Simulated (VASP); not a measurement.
# Ni (Fm-3m) in VASP: notebook

Ni is run at these levels: PBE; tasks: single point.

Everything below comes from runs of VASP 6.6.1. Logs are shortened: lines on timing, memory, paths and dates and some standing lists are left out, and cuts for length are marked.

### 1 The cell of the first run

Symmetry: Fm-3m, No. 225, cubic system. Conventional cell: a = 3.561 Å, b = 3.561 Å, c = 3.561 Å, α = 90.00°, β = 90.00°, γ = 90.00°. Within 3.3 Å of Ni (site symmetry m-3m) lie 12 Ni at 2.52 Å.

### 2 Single point, PBE (volume scaled by 1.04)

INCAR

```
ALGO = Normal
EDIFF = 1E-6
ENCUT = 520
GGA = PE
ISIF = 2
ISMEAR = -1
LASPH = True
LCHARG = False
LREAL = False
LWAVE = False
NBANDS = 11
NELM = 80
PREC = Accurate
SIGMA = 0.1
```

KPOINTS

```
k-points
0
Gamma
  25 25 25
```

POSCAR

```
Ni
1.0
    0.0000000000      1.7803709779      1.7803709779
    1.7803709779      0.0000000000      1.7803709779
    1.7803709779      1.7803709779      0.0000000000
Ni
1
Direct
    0.0000000000      0.0000000000      0.0000000000
```

Potentials or basis: VASP PAW PBE potentials, release 64 (Ni).

The run is started by

```
cat potpaw_PBE.64/Ni/POTCAR > POTCAR
mpirun -np 1 vasp_std > vasp.out
```

OUTCAR:

```text
EDIFF = 1E-6
   ENCUT = 520
   GGA = PE
   ISIF = 2
   ISMEAR = -1
   LASPH = True
   LREAL = False
   NELM = 80
   PREC = Accurate

 ion  position               nearest neighbor table
   1  0.000  0.000  0.000-

  LATTYP: Found a face centered cubic cell.
 ALAT       =     3.5607419558

  Lattice vectors:

 A1 = (   0.0000000000,   1.7803709779,   1.7803709779)
 A2 = (   1.7803709779,   0.0000000000,   1.7803709779)
 A3 = (   1.7803709779,   1.7803709779,   0.0000000000)

Analysis of symmetry for initial positions (statically):
=====================================================================
 Subroutine PRICEL returns:
 Original cell was already a primitive cell.

 Routine SETGRP: Setting up the symmetry group for a
 face centered cubic supercell.

 Subroutine GETGRP returns: Found 48 space group operations
 (whereof 48 operations were pure point group operations)
 out of a pool of 48 trial point group operations.

The static configuration has the point symmetry O_h .

Analysis of symmetry for dynamics (positions and initial velocities):
=====================================================================
 Subroutine PRICEL returns:
 Original cell was already a primitive cell.

 Routine SETGRP: Setting up the symmetry group for a
 face centered cubic supercell.

 Subroutine GETGRP returns: Found 48 space group operations
 (whereof 48 operations were pure point group operations)
 out of a pool of 48 trial point group operations.

The dynamic configuration has the point symmetry O_h .

 Subroutine INISYM returns: Found 48 space group operations
 (whereof 48 operations are pure point group operations),
 and found     1 'primitive' translations

----------------------------------------------------------------------------------------

                                     Primitive cell

  volume of cell :      11.2866

  direct lattice vectors                    reciprocal lattice vectors
     0.000000000  1.780370978  1.780370978    -0.280840345  0.280840345  0.280840345
     1.780370978  0.000000000  1.780370978     0.280840345 -0.280840345  0.280840345
     1.780370978  1.780370978  0.000000000     0.280840345  0.280840345 -0.280840345

  length of vectors
     2.517824783  2.517824783  2.517824783     0.486429747  0.486429747  0.486429747

  position of ions in fractional coordinates (direct lattice)
     0.000000000  0.000000000  0.000000000

  ion indices of the primitive-cell ions
   primitive index   ion index
                 1           1

----------------------------------------------------------------------------------------

 KPOINTS: k-points

Automatic generation of k-mesh.
 Grid dimensions read from file:
 generate k-points for:   25   25   25

 Generating k-lattice:

  Cartesian coordinates                     Fractional coordinates (reciprocal lattice)
    -0.011233614  0.011233614  0.011233614     0.040000000  0.000000000  0.000000000
     0.011233614 -0.011233614  0.011233614     0.000000000  0.040000000  0.000000000
     0.011233614  0.011233614 -0.011233614     0.000000000  0.000000000  0.040000000

  Length of vectors
     0.019457190  0.019457190  0.019457190

  Shift w.r.t. Gamma in fractional coordinates (k-lattice)
     0.000000000  0.000000000  0.000000000

 Subroutine IBZKPT returns following result:
 ===========================================

 Found    455 irreducible k-points:

 Following reciprocal coordinates:
            Coordinates               Weight
  0.000000  0.000000  0.000000      1.000000
  0.040000  0.000000  0.000000      8.000000
  0.080000  0.000000  0.000000      8.000000
  0.120000  0.000000  0.000000      8.000000
  0.160000  0.000000  0.000000      8.000000
  0.200000  0.000000  0.000000      8.000000
[... 16 lines left out ...]
  0.400000  0.040000  0.000000     24.000000
  0.440000  0.040000  0.000000     24.000000
 [... further k-points ...]
   k-points           NKPTS =    455   k-points in BZ     NKDIM =    455   number of bands    NBANDS=     11
   number of dos      NEDOS =    301   number of ions     NIONS =      1
   total plane-waves  NPLWV =   8000
   dimension x,y,z NGX =    20 NGY =   20 NGZ =   20
   dimension x,y,z NGXF=    40 NGYF=   40 NGZF=   40
   ions per type =               1
   NGX,Y,Z   is equivalent  to a cutoff of  13.21, 13.21, 13.21 a.u.
   NGXF,Y,Z  is equivalent  to a cutoff of  26.41, 26.41, 26.41 a.u.
 SYSTEM =  unknown system
   PREC   = accura    normal or accurate (medium, high low for compatibility)
   ISTART =      0    job   : 0-new  1-cont  2-samecut
   ICHARG =      2    charge: 1-file 2-atom 10-const
   ISPIN  =      1    spin polarized calculation?
   LNONCOLLINEAR =      F non collinear calculations
   LSORBIT =      F    spin-orbit coupling
   LASPH  =      T    aspherical Exc in radial PAW
   ENCUT  =  520.0 eV  38.22 Ry    6.18 a.u.   4.68  4.68  4.68*2*pi/ulx,y,z
   NELM   =     80;   NELMIN=  2; NELMDL= -5     # of ELM steps
   EDIFF  = 0.1E-05   stopping-criterion for ELM
   LREAL  =      F    real-space projection
   EDIFFG = 0.1E-04   stopping-criterion for IOM
   NSW    =      0    number of steps for IOM
   IBRION =     -1    ionic relax: 0-MD 1-quasi-New 2-CG
   NFREE  =      0    steps in history (QN), initial steepest desc. (CG)
   ISIF   =      2    stress and relaxation
   ISYM   =      2    0-nonsym 1-usesym 2-fastsym
   POTIM  = 0.5000    time-step for ionic-motion
   TEBEG  =    0.0;   TEEND  =   0.0 temperature during run
   PSTRESS=    0.0 pullay stress
   NELECT =      10.0000    total number of electrons
   NUPDOWN=      -1.0000    fix difference up-down
   EMIN   =  10.00;   EMAX   =-10.00  energy-range for DOS
   EFERMI =   0.00;   METHOD = LEGACY
   ISMEAR =    -1;   SIGMA  =   0.10  broadening in eV -4-tet -1-fermi 0-gaus
   EFERMI_NEDOS =   21; number of points for ismear=-14 and -15
   IALGO  =     38    algorithm
   IMIX   =      4    mixing-type and parameters
     AMIX     =   0.40;   BMIX     =  1.00
     AMIX_MAG =   1.60;   BMIX_MAG =  1.00
  volume/ion in A,a.u.               =      11.29        76.17
  Fermi-wavevector in a.u.,A,eV,Ry     =   1.572368  2.971346 33.638263  2.472343
  Thomas-Fermi vector in A             =   2.673813
   LORBIT       =      0    0 simple, 1 ext, 2 COOP (PROOUT), +10 PAW based schemes
   GGA     = PE    functional components
   LHFCALC =     F    Hartree Fock is set to
   AEXX    =    0.0000 exact exchange contribution
   IVDW    =     0    specifies the selected vdW correction
   LEPSILON=     F    determine dielectric tensor
   LRPA    =     F    only Hartree local field effects (RPA)
 non-spin polarized calculation
  energy-cutoff  :      520.00
  volume of cell :       11.29
 maximum number of plane-waves:       319
   NGX =  9   NGY =  9   NGZ =  9

 number of electron      10.0000004 magnetization

 Free energy of the ion-electron system (eV)
  ---------------------------------------------------
  ext. energy  EPLUGINS =         0.00000000
  ---------------------------------------------------
  free energy    TOTEN  =        -5.45571831 eV

  energy without entropy =       -5.36528895  energy(sigma->0) =       -5.41050363

 E-fermi :   8.6995     XC(G=0): -13.0388

 val. band max:        8.6987135394   @ k =   0.4800   0.2000   0.0000
 cond. band min:       8.7030543558   @ k =  -0.4800   0.2800   0.0000
 fundamental gap:      0.0043408164
 Fermi energy:         8.6994729263

 k-point     1 :       0.0000    0.0000    0.0000
  band No.  band energies     occupation
      1       0.0909      2.00000
      2       6.9247      2.00000
      3       6.9247      2.00000
      4       6.9247      2.00000
      5       7.9597      1.99877
      6       7.9597      1.99877
      7      32.1935      0.00000
      8      35.8453      0.00000
      9      35.8453      0.00000
     10      35.8453      0.00000
     11      38.7353      0.00000

 k-point     2 :       0.0400    0.0000    0.0000
  band No.  band energies     occupation
      1       0.1520      2.00000
      2       6.9083      2.00000
      3       6.9385      2.00000
      4       6.9385      2.00000
      5       7.9537      1.99885
      6       7.9537      1.99885
      7      32.0176      0.00000
      8      34.8690      0.00000
      9      35.6825      0.00000
     10      35.6825      0.00000
     11      38.9719      0.00000

 k-point     3 :       0.0800    0.0000    0.0000
  band No.  band energies     occupation
      1       0.3341      2.00000
      2       6.8613      2.00000
      3       6.9772      2.00000
      4       6.9772      2.00000
      5       7.9383      1.99901
      6       7.9383      1.99901
      7      31.1780      0.00000
      8      33.6813      0.00000
      9      35.3084      0.00000
     10      35.3084      0.00000
     11      39.5479      0.00000

 k-point     4 :       0.1200    0.0000    0.0000
  band No.  band energies     occupation
      1       0.6334      2.00000
      2       6.7905      2.00000
      3       7.0320      2.00000
      4       7.0320      2.00000
      5       7.9220      1.99916
      6       7.9220      1.99916
      7      29.4890      0.00000
      8      33.1860      0.00000
      9      34.8771      0.00000
     10      34.8772      0.00000
     11      39.9206      0.00000
[... 239 lines left out ...]
 k-point    22 :       0.3600    0.0400    0.0000
  band No.  band energies     occupation
      1       3.7524      2.00000
      2       6.8314      2.00000
      3       6.9818      2.00000
      4       7.0313      2.00000
      5       8.3693      1.92895
      6       8.4361      1.86602
      7      18.6377      0.00000
      8      31.0734      0.00000
      9      31.9684      0.00000
     10      34.0557      0.00000
     11      36.6216      0.00000

 k-point    23 :       0.4000    0.0400    0.0000
  band No.  band energies     occupation
      1       4.1444      2.00000
      2       6.9225      2.00000
      3       6.9805      2.00000
      4       7.2293      2.00000
      5       8.5433      1.65332
      6       8.5644      1.58858
      7      17.0584      0.00000
      8      30.8074      0.00000
      9      31.9544      0.00000
     10      33.4863      0.00000
     11      36.4350      0.00000

 k-point    24 :       0.4400    0.0400    0.0000
  band No.  band energies     occupation
      1       4.3712      2.00000
      2       6.8816      2.00000
      3       6.9389      2.00000
      4       7.7023      1.99991
      5       8.6203      1.37621
      6       8.7990      0.53991
      7      15.7181      0.00000
      8      30.5969      0.00000
      9      32.0453      0.00000
     10      32.9837      0.00000
     11      36.3806      0.00000

 [... further k-points ...]
[... 5 lines left out ...]
  --------------------------------------------------------------------------------------
  -------------------------------------------------------------------------------------
  Total       -0.4898184     -0.4898184     -0.4898184      0.0000000      0.0000000     -0.0000000
  in kB      -69.5319054    -69.5319054    -69.5319054      0.0000000      0.0000000     -0.0000000
  external PRESSURE =     -69.5319054 kB  Pullay stress =       0.0000000 kB

 VOLUME and BASIS-vectors are now :
 -----------------------------------------------------------------------------
  energy-cutoff  :      520.00
  volume of cell :       11.29
      direct lattice vectors                 reciprocal lattice vectors
     0.000000000  1.780370978  1.780370978    -0.280840345  0.280840345  0.280840345
     1.780370978  0.000000000  1.780370978     0.280840345 -0.280840345  0.280840345
     1.780370978  1.780370978  0.000000000     0.280840345  0.280840345 -0.280840345

 POSITION                                       TOTAL-FORCE (eV/Angst)
 -----------------------------------------------------------------------------------
      0.00000      0.00000      0.00000         0.000000      0.000000      0.000000
 -----------------------------------------------------------------------------------
    total drift:                                0.000000      0.000000      0.000000

  FREE ENERGIE OF THE ION-ELECTRON SYSTEM (eV)
  ---------------------------------------------------
  free  energy   TOTEN  =        -5.4557183085 eV

  energy  without entropy=       -5.3652889474  energy(sigma->0) =       -5.41050363
```

Wall time 20 s (1 thread of Intel Xeon 6975P-C (Granite Rapids), shared host); peak memory 0.17 GiB.

Results:

```
Free energy            : -5.4557 eV
Pressure               : -7.0 GPa
Band gap on the k mesh : zero (band 5 reaches 8.83 eV, above the bottom of band 6 at 7.92 eV)
```

Caveat: the run has no spin polarisation, though such a crystal can be magnetic. Spin polarisation is off, so any magnetic state and its effect on volume and gap are missing.

### 3 Single point, PBE (volume scaled by 1.08)

INCAR

```
SYSTEM = Ni
PREC = Accurate
ENCUT = 520
EDIFF = 1E-7
ISMEAR = -1
SIGMA = 0.1
LREAL = .False.
LASPH = .True.
NELM = 80
ALGO = Normal
ISIF = 2
LWAVE = .False.
LCHARG = .True.
GGA = PE
LELF = .True.
LVHAR = .True.
NBANDS = 11
```

KPOINTS

```
Automatic mesh
0
Gamma
  25 25 25
  0 0 0
```

POSCAR

```
Ni
1.0
    0.0000000000      1.8029097120      1.8029097120
    1.8029097120      0.0000000000      1.8029097120
    1.8029097120      1.8029097120      0.0000000000
Ni
1
Direct
    0.0000000000      0.0000000000      0.0000000000
```

Potentials or basis: VASP PAW PBE potentials, release 64 (Ni).

The run is started by

```
cat potpaw_PBE.64/Ni/POTCAR > POTCAR
mpirun -np 1 vasp_std > vasp.out
```

Run time: 21 s. Hardware: 1 thread of Intel Xeon 6975P-C (Granite Rapids), shared host; peak memory 0.17 GiB.

It converged, with:

| Item | Value |
| --- | --- |
| Free energy | -5.4290 eV |
| Pressure | -12.5 GPa |
| Band gap on the k mesh | zero (band 5 reaches 8.31 eV, above the bottom of band 6 at 7.45 eV) |

Levels at points of the mesh, in eV from the Fermi level:
```
           k point  band 3  band 4  band 5  band 6  band 7  band 8
(0.00, 0.00, 0.00)   -1.68   -1.68   -0.70   -0.70   23.17   26.54
```

Caveat: the run has no spin polarisation, though such a crystal can be magnetic.

### 4 Single point, PBE (volume scaled by 1.12)

INCAR

```
SYSTEM = Ni
  ALGO = Normal
  EDIFF = 1E-6
  ENCUT = 520
  GGA = PE
  ISIF = 2
  ISMEAR = -1
  LASPH = .True.
  LCHARG = .False.
  LREAL = .False.
  LWAVE = .False.
  NBANDS = 11
  NELM = 100
  PREC = Accurate
  SIGMA = 0.1
```

KPOINTS

```
k-points
0
Gamma
  25 25 25
  0 0 0
```

POSCAR

```
Ni
1.0
    0.0000000000      1.8248985829      1.8248985829
    1.8248985829      0.0000000000      1.8248985829
    1.8248985829      1.8248985829      0.0000000000
Ni
1
Direct
    0.0000000000      0.0000000000      0.0000000000
```

Potentials or basis: VASP PAW PBE potentials, release 64 (Ni).

The run is started by

```
cat potpaw_PBE.64/Ni/POTCAR > POTCAR
mpirun -np 1 vasp_std > vasp.out
```

OUTCAR:

```text
SYSTEM = Ni
   EDIFF = 1E-6
   ENCUT = 520
   GGA = PE
   ISIF = 2
   ISMEAR = -1
   LASPH = .True.
   LREAL = .False.
   NELM = 100
   PREC = Accurate

 ion  position               nearest neighbor table
   1  0.000  0.000  0.000-

  LATTYP: Found a face centered cubic cell.
 ALAT       =     3.6497971658

  Lattice vectors:

 A1 = (   0.0000000000,   1.8248985829,   1.8248985829)
 A2 = (   1.8248985829,   0.0000000000,   1.8248985829)
 A3 = (   1.8248985829,   1.8248985829,   0.0000000000)

Analysis of symmetry for initial positions (statically):
[... 508 lines left out ...]
      6       7.8310      0.51639
      7      14.2500      0.00000
      8      28.9915      0.00000
      9      29.9034      0.00000
     10      30.7572      0.00000
     11      34.2318      0.00000

 [... further k-points ...]
[... 5 lines left out ...]
  --------------------------------------------------------------------------------------
  -------------------------------------------------------------------------------------
  Total       -1.2779957     -1.2779957     -1.2779957      0.0000000      0.0000000     -0.0000000
  in kB     -168.4588300   -168.4588300   -168.4588300      0.0000000      0.0000000     -0.0000000
  external PRESSURE =    -168.4588300 kB  Pullay stress =       0.0000000 kB

 VOLUME and BASIS-vectors are now :
 -----------------------------------------------------------------------------
  energy-cutoff  :      520.00
  volume of cell :       12.15
      direct lattice vectors                 reciprocal lattice vectors
     0.000000000  1.824898583  1.824898583    -0.273987829  0.273987829  0.273987829
     1.824898583  0.000000000  1.824898583     0.273987829 -0.273987829  0.273987829
     1.824898583  1.824898583  0.000000000     0.273987829  0.273987829 -0.273987829

 POSITION                                       TOTAL-FORCE (eV/Angst)
 -----------------------------------------------------------------------------------
      0.00000      0.00000      0.00000        -0.000000      0.000000     -0.000000
 -----------------------------------------------------------------------------------
    total drift:                                0.000000      0.000000      0.000000

  FREE ENERGIE OF THE ION-ELECTRON SYSTEM (eV)
  ---------------------------------------------------
  free  energy   TOTEN  =        -5.3889617071 eV

  energy  without entropy=       -5.2933062126  energy(sigma->0) =       -5.34113396
```

OSZICAR:

```text
N       E                     dE             d eps       ncg     rms          rms(c)
DAV:   1     0.294832933492E+02    0.29483E+02   -0.49541E+03 10272   0.121E+03
DAV:   2    -0.542295006857E+01   -0.34906E+02   -0.33060E+02 10361   0.168E+02
DAV:   3    -0.640400257476E+01   -0.98105E+00   -0.97005E+00 11326   0.333E+01
DAV:   4    -0.641262268377E+01   -0.86201E-02   -0.86171E-02 11158   0.279E+00
DAV:   5    -0.641281878682E+01   -0.19610E-03   -0.19610E-03 11449   0.403E-01    0.894E+00
DAV:   6    -0.589333769353E+01    0.51948E+00   -0.18219E+01 11871   0.571E+01    0.698E+00
DAV:   7    -0.540365703575E+01    0.48968E+00   -0.38889E+00 11833   0.241E+01    0.132E+00
DAV:   8    -0.539090922220E+01    0.12748E-01   -0.19163E-02 13982   0.130E+00    0.425E-01
DAV:   9    -0.538894929865E+01    0.19599E-02   -0.35089E-03 15131   0.439E-01    0.805E-02
DAV:  10    -0.538896321617E+01   -0.13918E-04   -0.20264E-05 10388   0.496E-02    0.435E-02
DAV:  11    -0.538896176379E+01    0.14524E-05   -0.13247E-06 10025   0.168E-02    0.214E-03
DAV:  12    -0.538896170712E+01    0.56672E-07   -0.68173E-08  5506   0.219E-03
   1 F= -.53889617E+01 E0= -.53411340E+01  d E =-.956555E-01
```

stdout:

```text
POSCAR found type information on POSCAR Ni
 POSCAR found :  1 types and       1 ions
 scaLAPACK will be used
 LDA part: xc-table for (Slater+PW92), standard interpolation
 POSCAR, INCAR and KPOINTS ok, starting setup
 FFT: planning ... GRIDC
 FFT: planning ... GRID_SOFT
 FFT: planning ... GRID
 WAVECAR not read
 entering main loop
```

Run time: 21 s. Hardware: 1 thread of Intel Xeon 6975P-C (Granite Rapids), shared host; peak memory 0.17 GiB.

What came out:

| Quantity | Value |
| --- | --- |
| Free energy | -5.3890 eV |
| Pressure | -16.8 GPa |
| Band gap on the k mesh | zero (band 5 reaches 7.83 eV, above the bottom of band 6 at 7.02 eV) |

Levels at points of the mesh, in eV from the Fermi level:
| k point | band 3 | band 4 | band 5 | band 6 | band 7 | band 8 |
| --- | --- | --- | --- | --- | --- | --- |
| (0.00, 0.00, 0.00) | -1.60 | -1.60 | -0.67 | -0.67 | 22.86 | 25.95 |

Caveat: the run has no spin polarisation, though such a crystal can be magnetic.

### 5 The runs side by side

```tsv
cell	gap on the mesh (eV)	pressure (GPa)
a = 2.518 Å, angles 60.0°, 1 atom	none	-7.0
a = 2.550 Å, angles 60.0°, 1 atom	none	-12.5
a = 2.581 Å, angles 60.0°, 1 atom	none	-16.8
```

Alike in all rows: task single point; level PBE; potentials or basis VASP PAW PBE potentials, release 64 (Ni); no spin polarisation; k mesh 25 × 25 × 25; cutoff (eV) 520; smearing fermi-dirac 0.1 eV.

Caveats: the run has no spin polarisation, though such a crystal can be magnetic.

Total energies depend on the potentials used, so only differences within one code and one set of settings carry meaning.
